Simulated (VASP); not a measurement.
## Li: single point with PBEsol

Li:

```
Li
1.0
     3.01767    0.00000    0.00000
    -1.50884    2.61338    0.00000
     0.00000    0.00000    5.09300
Li
2
Cartesian
  0.0000 1.7423 1.2732
  1.5088 0.8711 3.8197
```

This cell differs from its parent crystal: strain -0.0300 x Voigt [1, 1, 0, 0, 0, 0].

```yaml
Program: VASP 6.6.1
Task: single point
Functional: PBEsol
Potentials_or_basis: VASP PAW PBE potentials, release 64 (Li_sv)
Cutoff: 520 eV
k_mesh: 18 × 18 × 10
Occupations: gaussian, width 0.15 eV
Spin: no spin polarisation
Dipole_correction: no
Further_INCAR_settings: ALGO = Normal; EDIFF = 1e-06; NBANDS = 10
```

| Property | Result |
| --- | --- |
| Band gap on the k mesh | zero (bands 3 and 4 overlap by 4.77 eV) |

Levels at points of the mesh, in eV from the Fermi level:
```tsv
k point	band 1	band 2	band 3	band 4	band 5	band 6
(0.00, 0.00, 0.00)	-45.89	-45.87	-3.56	-0.19	2.71	12.95
(0.50, 0.00, 0.00)	-45.87	-45.87	-0.01	1.13	4.68	5.80
(0.00, 0.00, 0.50)	-45.88	-45.88	-2.49	-2.49	7.54	7.54
(0.50, 0.00, 0.50)	-45.87	-45.87	0.72	0.72	3.60	3.60
```

It took 48 s on 1 thread of Intel(R) Xeon(R) 6975P-C (Granite Rapids), with other jobs on the host, peak memory 0.19 GiB.

Caveat: the cell differs from its parent crystal (strain -0.0300 x Voigt [1, 1, 0, 0, 0, 0]).
